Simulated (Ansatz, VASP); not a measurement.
## Two plane-wave programs on SnH3

Contents of INCAR:

```
SYSTEM = SnH3
PREC     = Accurate       ! precision mode
ENCUT    = 600            ! plane-wave cutoff, eV
EDIFF    = 1E-7           ! SCF threshold, eV
ISMEAR   = 0              ! smearing method
SIGMA    = 0.1            ! smearing width, eV
LREAL    = .False.        ! projectors in reciprocal space
LASPH    = .True.         ! aspherical terms in the spheres
NELM     = 100            ! most SCF steps
ALGO     = Normal         ! electronic algorithm
ISIF     = 3              ! what is computed and relaxed
LWAVE    = .False.        ! write WAVECAR
LCHARG   = .False.        ! write CHGCAR
GGA      = PE             ! functional
IBRION   = 2              ! ionic algorithm
NSW      = 90             ! ionic steps
EDIFFG   = -0.04          ! ionic threshold
```

File KPOINTS:

```
Automatic mesh
0
Gamma
  6 6 6
  0 0 0
```

File POSCAR:

```
SnH3
1.0
    3.4878950071      0.0000000000      0.0000000000
    0.0000000000      3.4878950071      0.0000000000
    0.0000000000      0.0000000000      3.4520443145
Sn H
1 3
Direct
    0.0000000000      0.0000000000      0.0000000000
    0.0000000000      0.5000000000      0.5000000000
    0.5000000000      0.0000000000      0.5000000000
    0.5000000000      0.5000000000      0.0000000000
```

Input for Ansatz:

```yaml
crystal:
  lattice:
    - [3.4878950071, 0.0, 0.0]
    - [0.0, 3.4878950071, 0.0]
    - [0.0, 0.0, 3.4520443145]
  atoms:
    - { symbol: Sn, position: [0.0, 0.0, 0.0] }
    - { symbol: H, position: [0.0, 0.5, 0.5] }
    - { symbol: H, position: [0.5, 0.0, 0.5] }
    - { symbol: H, position: [0.5, 0.5, 0.0] }
basis:
  ecutwfc: 420
kpoints:
  mp_grid: { grid: [6, 6, 6] }
hamiltonian:
  xc: pbe
scf:
  occupations: { method: gaussian, width: 0.1 }
  lower_state_search: "off"
output:
  forces: true
  stress: true
  eigenvalues: true
relax:
  adjacent_minimum: "off"
  f_tol: 0.04
  max_steps: 70
  cell: { stress_tol: 0.4 }
```

Alike in both runs: task relaxation of cell and atoms; functional PBE; k mesh 6 × 6 × 6; occupations gaussian, width 0.1 eV; no spin polarisation.

```csv
,VASP,Ansatz
version,VASP 6.6.1,Ansatz 0.2.0
potentials or method,"VASP PAW PBE potentials, release 64 (Sn_d, H), cutoff 600 eV","scalar-relativistic, plane waves, PAW"
valence electrons in the cell,17,17
```

Ansatz gave:

```
gap on the k mesh at the Fermi level, each at its own relaxed structure (eV) : none
relaxed volume (Å³/atom)                                                     : 9.34
relaxed length of the cell vector where the two differ most in proportion (Å)              : 3.341
```

Question: Estimate VASP's values.

Answer: gap on the k mesh at the Fermi level, each at its own relaxed structure (eV): none; relaxed volume (Å³/atom): 9.29; relaxed length of the cell vector where the two differ most in proportion (Å): 3.334.

A gap of «none» marks a metal or a gap that the smearing closes.

Noted on VASP's run: too few bands were computed for a metal, which touches its energy and stress.
